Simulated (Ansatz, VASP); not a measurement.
# One calculation of TeW, two programs

Contents of INCAR:

```
SYSTEM = TeW
PREC = Accurate
ENCUT = 600
EDIFF = 1E-6
ISMEAR = 0
SIGMA = 0.1
LREAL = .FALSE.
LASPH = .TRUE.
NELM = 150
ALGO = Normal
ISIF = 3
LWAVE = .FALSE.
LCHARG = .FALSE.
ISPIN = 2
MAGMOM = 1.02 0
LORBIT = 11
LMAXMIX = 4
GGA = PS
IBRION = 2
NSW = 100
EDIFFG = -0.01
```

The input KPOINTS:

```
Automatic mesh
0
G
  12 12 12
  0 0 0
```

File POSCAR:

```
TeW
1.0
    0.0000000000      3.0296978924      3.0296978924
    3.0296978924      0.0000000000      3.0296978924
    3.0296978924      3.0296978924      0.0000000000
W Te
1 1
Direct
    0.0000000000      0.0000000000      0.0000000000
    0.2500000000      0.2500000000      0.2500000000
```

Input for Ansatz:

```yaml
crystal:
  lattice:
    - [0.0, 3.0296978924, 3.0296978924]
    - [3.0296978924, 0.0, 3.0296978924]
    - [3.0296978924, 3.0296978924, 0.0]
  atoms:
    - { symbol: W, position: [0.0, 0.0, 0.0], spin: 1.02 }
    - { symbol: Te, position: [0.25, 0.25, 0.25] }
basis:
  ecutwfc: 420
kpoints:
  mp_grid: { grid: [12, 12, 12] }
hamiltonian:
  xc: pbesol
scf:
  occupations: { method: gaussian, width: 0.1 }
output:
  forces: true
  stress: true
  eigenvalues: true
  populations: true
  write_density: true
  write_potential: true
  elf: true
  volumetric_format: npy
magnetization:
  spin_polarized: true
relax:
  adjacent_minimum: "off"
  f_tol: 0.01
  max_steps: 80
  cell: { stress_tol: 0.05 }
```

Alike in both runs: task relaxation of cell and atoms; functional PBEsol; k mesh 12 × 12 × 12; occupations gaussian, width 0.1 eV; collinear spin.

|  | VASP | Ansatz |
| --- | --- | --- |
| version | VASP 6.6.1 | Ansatz 0.2.0 |
| potentials or method | VASP PAW PBE potentials, release 64 (W_sv, Te), cutoff 600 eV | scalar-relativistic, plane waves, PAW |
| valence electrons in the cell | 20 | 30 |

|  | VASP | Ansatz | Ansatz less VASP |
| --- | --- | --- | --- |
| gap on the k mesh at the Fermi level, each at its own relaxed structure (eV) | none | none | - |
| net moment per atom (μB) | 0.68 | 0.68 | -0.001 |
| size of the moment on the site where the two differ most (μB) | 1.06 | 0.90 | -0.164 |
| relaxed volume (Å³/atom) | 27.69 | 27.66 | -0.034 |
| relaxed length of the cell vector where the two differ most in proportion (Å) | 4.279 | 4.277 | -0.0017 |

VASP's potentials were made for PBE, not for PBEsol. Site moments also hang on the region over which each program counts them. A gap of «none» marks a metal or a gap that the smearing closes. VASP's potentials hold 20 valence electrons a cell and Ansatz's 30, so a difference there can come from the potentials and not from the codes.

Neither program's run includes spin-orbit coupling.
